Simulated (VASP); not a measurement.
Crystal: KTe6Br.

```xyz
8
Lattice="6.6423 0.0000 0.0000 -3.3212 5.7524 0.0000 0.0000 0.0000 6.5047" Properties=species:S:1:pos:R:3 pbc="T T T"
K     0.0000    0.0000    3.2523
Te    3.3212    0.0000    4.7001
Te   -1.6606    2.8762    4.7001
Te    1.6606    2.8762    4.7001
Te   -1.6606    2.8762    1.8046
Te    3.3212    0.0000    1.8046
Te    1.6606    2.8762    1.8046
Br    0.0000    0.0000    0.0000
```

The cell was generated, and may not be a known phase.

| Item | Value |
| --- | --- |
| Program | VASP 6.6.1 |
| Task | relaxation of cell and atoms |
| Functional | PBE |
| Potentials or basis | VASP PAW PBE potentials, release 64 (K_sv, Te, Br) |
| Cutoff | 600 eV |
| k mesh | 3 × 3 × 4 |
| Occupations | gaussian, width 0.1 eV |
| Spin | no spin polarisation |

At the start: pressure 0.4 GPa; volume 31.07 Å³/atom.

Q: Where does the relaxation end?

A: Over 15 steps the energy falls by 35.8 meV/atom and the volume is 30.93 Å³/atom (-0.4 %); space group P6/mmm (No. 191, to 0.1 Å) before and after.

The path:
| step | energy change (eV) | largest force (eV/Å) | pressure (GPa) | volume (Å³) |
| --- | --- | --- | --- | --- |
| 1 | 0.0000 | 0.0927 | 0.38 | 248.54 |
| 2 | -0.1341 | 0.1720 | 0.48 | 251.04 |
| 3 | -0.1461 | 0.3207 | 0.62 | 251.95 |
| 4 | -0.1706 | 0.1799 | -0.42 | 257.62 |
| 5 | -0.1706 | 0.1757 | -0.45 | 257.81 |
| 6 | -0.1899 | 0.1615 | -0.41 | 255.97 |
| 7 | -0.2403 | 0.1857 | -0.06 | 250.50 |
| 8 | -0.2190 | 0.0603 | 1.72 | 239.73 |
| 9 | -0.2622 | 0.1980 | 0.33 | 247.18 |
| 10 | -0.2623 | 0.0916 | 0.98 | 243.13 |
| 11 | -0.2678 | 0.1565 | 0.61 | 245.22 |
| 12 | -0.2776 | 0.0892 | 0.51 | 245.20 |
| 13 | -0.2835 | 0.0111 | 0.38 | 245.18 |
| 14 | -0.2854 | 0.0042 | 0.21 | 246.10 |
| 15 | -0.2862 | 0.0040 | -0.02 | 247.42 |

Final structure:
```
K Te Br
1.0
     6.82325    0.00000    0.00000
    -3.41162    5.90910    0.00000
     0.00000    0.00000    6.13659
K Te Br
1 6 1
Cartesian
  0.0000 0.0000 3.0683
  3.4116 0.0000 4.5611
  -1.7058 2.9546 4.5611
  1.7058 2.9546 4.5611
  -1.7058 2.9546 1.5755
  3.4116 0.0000 1.5755
  1.7058 2.9546 1.5755
  0.0000 0.0000 0.0000
```

Caveat: the k points lie up to 0.35 Å⁻¹ apart in the final cell, too coarse for converged energies and pressures of a metal; the highest band is partly filled, so the run has too few bands.
